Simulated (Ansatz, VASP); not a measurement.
**Two plane-wave programs on Ta**

```
Ta
1.0
     2.74149    0.00000    0.00000
     0.00000    2.74149    0.00000
     0.00000    0.00000    2.74149
Ta
1
Direct
  0.00000 0.00000 0.00000
```

Alike in both runs: functional PBE; k mesh 13 × 13 × 13; occupations fermi-dirac, width 0.03 eV; no spin polarisation.

Ansatz relaxed the structure, and its values are those at the end. VASP's run is a single point on that final structure, the one shown.

```csv
,VASP,Ansatz
version,VASP 6.6.1,Ansatz 0.2.0
potentials or method,"VASP PAW PBE potentials, release 64 (Ta_pv)","PAW with Ansatz's earlier generated frozen-core files (soft_1), scalar-relativistic"
plane-wave cutoff (eV),500,420
valence electrons in the cell,11,13
```

```csv
,VASP,Ansatz,Ansatz less VASP
pressure (GPa),0.1,0.0,-0.11
```

VASP's potentials hold 11 valence electrons a cell and Ansatz's 13, so a difference there can come from the potentials and not from the codes.

Neither program's run includes spin-orbit coupling.
